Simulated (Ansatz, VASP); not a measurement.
# SnBi2O5 in VASP and in Ansatz

```
Sn Bi O
1.0
    -2.79085    2.79085    5.09140
     2.79085   -2.79085    5.09140
     2.79085    2.79085   -5.09140
Sn Bi O
1 2 5
Direct
  0.03248 0.03248 0.00000
  0.84063 0.34063 0.50000
  0.34063 0.84063 0.50000
  0.70878 0.18456 0.00000
  0.18456 0.18456 0.47578
  0.70878 0.70878 0.52422
  0.18456 0.70878 0.00000
  0.22259 0.22259 0.00000
```

Change from the starting cell: species swapped into the Sr2H5Rh type (I4mm, No. 107).

Alike in both runs: functional PBE; k mesh 8 × 8 × 8; occupations gaussian, width 0.02 eV; no spin polarisation.

Ansatz relaxed the structure, and its values are those at the end. VASP's run is a single point on that final structure, the one shown.

```csv
,VASP,Ansatz
version,VASP 6.6.1,Ansatz 0.2.0
potentials or method,"VASP PAW PBE potentials, release 64 (Sn_d, Bi_d, O), cutoff 520 eV","scalar-relativistic, plane waves, PAW"
valence electrons in the cell,74,74
```

Ansatz gave:

```
gap on the k mesh at the Fermi level (eV) : 1.62
least direct gap on the mesh (eV)         : 1.68
pressure (GPa)                            : 0.0
rms of the force components (eV/Å)        : 0.001
```

Problem. Which values does VASP return?

Solution. gap on the k mesh at the Fermi level (eV): 1.60; least direct gap on the mesh (eV): 1.67; pressure (GPa): 0.3; rms of the force components (eV/Å): 0.027.

Neither program's run includes spin-orbit coupling.
